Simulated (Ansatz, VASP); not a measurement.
One calculation of Ge, two programs

Contents of INCAR:

```
PREC = Accurate
ENCUT = 520
EDIFF = 1E-6
ISMEAR = -1
SIGMA = 0.1
LREAL = F
LASPH = T
NELM = 100
ALGO = Normal
ISIF = 2
LWAVE = F
LCHARG = T
GGA = CA
LELF = T
LVHAR = T
NBANDS = 13
```

The input KPOINTS:

```
Automatic mesh
0
Gamma
  18 18 18
```

The input POSCAR:

```
Ge
1.0
   -1.2142874121      1.2142874121      1.2142874121
    1.2142874121     -1.2142874121      1.2142874121
    1.2142874121      1.2142874121     -1.2142874121
Ge
1
Direct
    0.0000000000      0.0000000000      0.0000000000
```

Input for Ansatz:

```yaml
crystal:
  lattice:
    - [-1.2142874121, 1.2142874121, 1.2142874121]
    - [1.2142874121, -1.2142874121, 1.2142874121]
    - [1.2142874121, 1.2142874121, -1.2142874121]
  atoms:
    - { symbol: Ge, position: [0.0, 0.0, 0.0] }
kpoints:
  mp_grid: { grid: [18, 18, 18] }
  band_path:
    path:
      - [0.0, 0.0, 0.0]
      - [0.5, -0.5, 0.5]
      - [0.0, 0.0, 0.5]
      - [0.0, 0.0, 0.0]
      - [0.25, 0.25, 0.25]
      - [0.5, -0.5, 0.5]
      - [0.25, 0.25, 0.25]
      - [0.0, 0.0, 0.5]
    npoints: 8
scf:
  occupations: { method: fermi_dirac, width: 0.1 }
hamiltonian:
  xc: lda
  pseudopotentials: { kind: all_electron, lapw: { basis_error: 0.001 } }
output:
  forces: true
  stress: true
  eigenvalues: true
  populations: true
  dos: { projected: true, de: 0.2, e_range: [-14, 8] }
```

Change from the starting cell: volume scaled by 0.4, LAPW.

Alike in both runs: task single point; functional LDA; k mesh 18 × 18 × 18; occupations fermi-dirac, width 0.1 eV; no spin polarisation.

|  | VASP | Ansatz |
| --- | --- | --- |
| version | VASP 6.6.1 | Ansatz 0.2.0 |
| potentials or method | VASP PAW LDA potentials, release 64 (Ge_d), cutoff 520 eV | all-electron LAPW, scalar-relativistic |

```tsv
	VASP	Ansatz	Ansatz less VASP
pressure (GPa)	580.6	570.7	-9.91
```

LDA's correlation is that of Perdew and Zunger in VASP and of Perdew and Wang (1992) in Ansatz. Both programs put the cell under a high pressure, so it lies far from rest at this level. Ansatz ran all-electron here, and VASP with PAW potentials.

Noted on VASP's run: the cell as given lies far from equilibrium.
